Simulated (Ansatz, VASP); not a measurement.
**GaSb in VASP and in Ansatz**

```
CELL_PARAMETERS angstrom
0.00000 2.98187 2.98187
2.98187 0.00000 2.98187
2.98187 2.98187 0.00000
ATOMIC_POSITIONS crystal
Ga 0.00000 0.00000 0.00000
Sb 0.25000 0.25000 0.25000
```

Change from the starting cell: hydrostatic strain -2.7%.

Alike in both runs: task single point; functional PBE; k mesh 8 × 8 × 8; occupations fermi-dirac, width 0.02 eV; no spin polarisation.

|  | VASP | Ansatz |
| --- | --- | --- |
| version | VASP 6.6.1 | Ansatz 0.2.0 |
| potentials or method | VASP PAW PBE potentials, release 64 (Ga_d, Sb) | plane waves, PAW |
| plane-wave cutoff (eV) | 520 | 420 |
| valence electrons in the cell | 18 | 28 |

```tsv
	VASP	Ansatz	Ansatz less VASP
pressure (GPa)	7.5	7.4	-0.10
```

With one functional, cell and mesh, what is left measures potentials, basis and numerics. VASP's potentials hold 18 valence electrons a cell and Ansatz's 28, so a difference there can come from the potentials and not from the codes.

Neither program's run includes spin-orbit coupling.
